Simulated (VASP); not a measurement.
Here is a VASP 6.6.1 calculation.

Contents of INCAR:

```
PREC = Accurate ; ENCUT = 520
EDIFF = 1E-6 ; ISMEAR = 0
SIGMA = 0.03 ; LREAL = F
LASPH = T ; NELM = 80
ALGO = Normal ; ISIF = 2
LWAVE = F ; LCHARG = F
GGA = PS ; NBANDS = 26
```

Contents of KPOINTS:

```
Automatic mesh
0
Gamma
  12 12 6
```

Contents of POSCAR:

```
SiGe
1.0
    3.9044512986      0.0000000000      0.0000000000
   -1.9522256493      3.3813540124      0.0000000000
    0.0000000000      0.0000000000      6.4507830000
Si Ge
2 2
Direct
    0.6666666667      0.3333333333      0.8792575982
    0.3333333333      0.6666666667      0.3792575982
    0.6666666667      0.3333333333      0.4985936790
    0.3333333333      0.6666666667     -0.0014063210
```

Potentials or basis: VASP PAW PBE potentials, release 64 (Si, Ge_d).

The run is started by

```bash
$ cat potpaw_PBE.64/Si/POTCAR potpaw_PBE.64/Ge_d/POTCAR > POTCAR
$ mpirun -np 1 vasp_std > vasp.out
```

Task: Estimate the band gap on the k mesh.

Result: 0.38 eV (least direct gap 0.39 eV).

Task: Predict the pressure.

Result: -0.2 GPa.

Forces on the atoms (eV/Å):
```
Si   0.000  0.000 -0.480
Si   0.000  0.000 -0.480
Ge   0.000  0.000  0.480
Ge   0.000  0.000  0.480
```

Caveat: the cell differs from its parent crystal (atoms displaced along a vibrational mode); the PAW data sets were made with another functional, which shifts forces and pressure a little. A k mesh can miss the band edges.
